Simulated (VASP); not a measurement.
## Hg: single point with r2SCAN

Crystal: Hg.

```
Hg
1.0
    -1.88157    1.88157    1.88157
     1.88157   -1.88157    1.88157
     1.88157    1.88157   -1.88157
Hg
1
Direct
  0.00000 0.00000 0.00000
```

| Property | Result |
| --- | --- |
| Program | VASP 6.6.1 |
| Task | single point |
| Functional | r2SCAN |
| Potentials or basis | VASP PAW PBE potentials, release 64 (Hg) |
| Cutoff | 550 eV |
| k mesh | 19 × 19 × 19 |
| Occupations | fermi-dirac, width 0.1 eV |
| Spin | no spin polarisation |

The pressure is 0.4 GPa. The band gap on the k mesh is zero (bands 6 and 7 overlap by 2.69 eV).

Levels at points of the mesh, in eV from the Fermi level:
| k point | band 2 | band 3 | band 4 | band 5 | band 6 | band 7 | band 8 | band 9 | band 10 | band 11 |
| --- | --- | --- | --- | --- | --- | --- | --- | --- | --- | --- |
| (0.00, 0.00, 0.00) | -7.10 | -7.10 | -7.10 | -6.38 | -6.38 | 15.16 | 15.16 | 15.16 | 15.55 | 15.55 |

Run time: 4.6 min on 1 thread of Intel(R) Xeon(R) 6975P-C (Granite Rapids), on a shared host, peak memory 0.22 GiB.

Caveat: the PAW data sets were made with another functional, which shifts forces and pressure a little; spin-orbit coupling is left out, which moves the levels of the heavy elements.
